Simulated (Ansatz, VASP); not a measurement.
# One calculation of Be3Se2S, two programs

```
Be Se S
1.0
    -1.79554    1.79554    7.61209
     1.79554   -1.79554    7.61209
     1.79554    1.79554   -7.61209
Be Se S
3 2 1
Direct
  0.75000 0.25000 0.50000
  0.07728 0.57728 0.50000
  0.42272 0.92272 0.50000
  0.66387 0.66387 0.00000
  0.33613 0.33613 0.00000
  0.00000 0.00000 0.00000
```

Alike in both runs: functional PBE; k mesh 10 × 10 × 10; occupations gaussian, width 0.02 eV; no spin polarisation.

Ansatz relaxed the structure, and its values are those at the end. VASP's run is a single point on that final structure, the one shown.

```csv
,VASP,Ansatz
version,VASP 6.6.1,Ansatz 0.2.0
potentials or method,"VASP PAW PBE potentials, release 64 (Be, Se, S), cutoff 520 eV","scalar-relativistic, plane waves, PAW"
valence electrons in the cell,24,44
```

Ansatz gave:

```
gap on the k mesh at the Fermi level (eV) : 2.72
least direct gap on the mesh (eV)         : 3.14
pressure (GPa)                            : 0.0
rms of the force components (eV/Å)        : 0.000
```

Task: What did VASP give for the same quantities?

Result: gap on the k mesh at the Fermi level (eV): 2.72; least direct gap on the mesh (eV): 3.13; pressure (GPa): 0.1; rms of the force components (eV/Å): 0.004.

VASP's potentials hold 24 valence electrons a cell and Ansatz's 44, so a difference there can come from the potentials and not from the codes.
